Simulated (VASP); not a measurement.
Set up this calculation in VASP 6.6.1, as the native input.

| Item | Value |
| --- | --- |
| Task | single point |
| Functional | PBEsol |
| Potentials or basis | VASP PAW PBE potentials, release 64 (Mg, Zn, O) |
| Cutoff | 700 eV |
| k mesh | 2 × 2 × 2, shifted |
| Occupations | gaussian, width 0.1 eV |
| Spin | no spin polarisation |
| Dipole correction | no |
| Further INCAR settings | LREAL = Auto; ALGO = Normal; EDIFF = 1e-06; NBANDS = 66; ISYM = -1 |

The structure of Mg2ZnO3 lies in POSCAR:

```
Mg2ZnO3
1.0
    4.5494978865     -2.6266538294      0.0000000000
    0.0000000000      5.2533076588      0.0000000000
    0.0000000000      0.0000000000      7.4033160000
Mg Zn O
6 3 9
Direct
    0.0000000000      0.3333333333      0.6658000000
    0.6666666667      0.6666666667      0.6658000000
    0.3333333333      1.0000000000      0.6658000000
    0.3333333333      0.3333333333      0.3342000000
    0.0000000000      0.6666666667      0.3342000000
    0.6666666667      1.0000000000      0.3342000000
    0.0000000000      0.0000000000      0.0000000000
    0.6666666667      0.3333333333      0.0000000000
    0.3333333333      0.6666666667      0.0000000000
    0.0000000000      0.3333333333      0.1726190000
    0.6666666667      0.6666666667      0.1726190000
    0.3333333333      1.0000000000      0.1726190000
    0.3333333333      0.3333333333      0.8273810000
    0.0000000000      0.6666666667      0.8273810000
    0.6666666667      1.0000000000      0.8273810000
    0.0000000000      0.0000000000      0.5000000000
    0.6666666667      0.3333333333      0.5000000000
    0.3333333333      0.6666666667      0.5000000000
```

One way to write it, as run:

INCAR

```
PREC = Accurate ; ENCUT = 700
EDIFF = 1E-6 ; ISMEAR = 0
SIGMA = 0.1 ; LREAL = Auto
LASPH = True ; NELM = 120
ALGO = Normal ; ISIF = 2
LWAVE = False ; LCHARG = False
GGA = PS ; ISYM = -1
NBANDS = 66 ; GGA_COMPAT = False
```

KPOINTS

```
explicit points
4
Reciprocal
  0.25000000   0.25000000   0.25000000 2
  0.25000000   0.25000000   0.75000000 2
  0.25000000   0.75000000   0.25000000 2
  0.25000000   0.75000000   0.75000000 2
```

Potentials or basis: VASP PAW PBE potentials, release 64 (Mg, Zn, O).

Command:

```console
$ cat potpaw_PBE.64/Mg/POTCAR potpaw_PBE.64/Zn/POTCAR potpaw_PBE.64/O/POTCAR > POTCAR
$ mpirun -np 1 vasp_std > vasp.out
```

Results of the run:

```
Pressure               : -6.1 GPa
Largest force          : 0.107 eV/Å
Band gap on the k mesh : 4.36 eV
```

Caveat: the cell stands under tension; the PAW data sets were made with another functional, which shifts forces and pressure a little; a shifted mesh leaves out Γ, where band edges can lie.

Run time: 99 s on 1 thread of Intel(R) Xeon(R) 6975P-C (Granite Rapids), with other jobs on the host, peak memory 0.39 GiB.
